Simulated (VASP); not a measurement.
A run of VASP 6.6.1 is set up as follows.

INCAR

```
  PREC = Accurate
  ENCUT = 500
  EDIFF = 1E-6
  ISMEAR = -1
  SIGMA = 0.02
  LREAL = F
  LASPH = T
  NELM = 120
  ALGO = Normal
  ISIF = 2
  LWAVE = F
  LCHARG = F
  NBANDS = 17
  GGA_COMPAT = F
```

File KPOINTS:

```
Automatic mesh
0
Gamma
  9 9 9
```

POSCAR

```
SnSe
1.0
    0.0301000000      3.0250500000      3.0250500000
    3.0250500000      0.0301000000      3.0250500000
    3.0250500000      3.0250500000      0.0301000000
Sn Se
1 1
Direct
    0.0000000000      0.0000000000      0.0000000000
    0.5000000000      0.5000000000      0.5000000000
```

Potentials or basis: VASP PAW LDA potentials, release 64 (Sn_d, Se).

Launch:

```console
$ cat potpaw_LDA.64/Sn_d/POTCAR potpaw_LDA.64/Se/POTCAR > POTCAR
$ mpirun -np 1 vasp_std > vasp.out
```

Problem. Predict the band gap on the k mesh.

Solution. 0.47 eV, indirect (least direct gap 0.56 eV).

Problem. Estimate the pressure.

Solution. -3.2 GPa.

Stress tensor (GPa, compression positive):
```
-3.16 -0.21 -0.21
-0.21 -3.16 -0.21
-0.21 -0.21 -3.16
```

Caveat: the cell differs from its parent crystal (equal xy, yz and zx shear strains of +1 %); spin-orbit coupling is left out, which moves the levels of the heavy elements. A k mesh can miss the band edges.
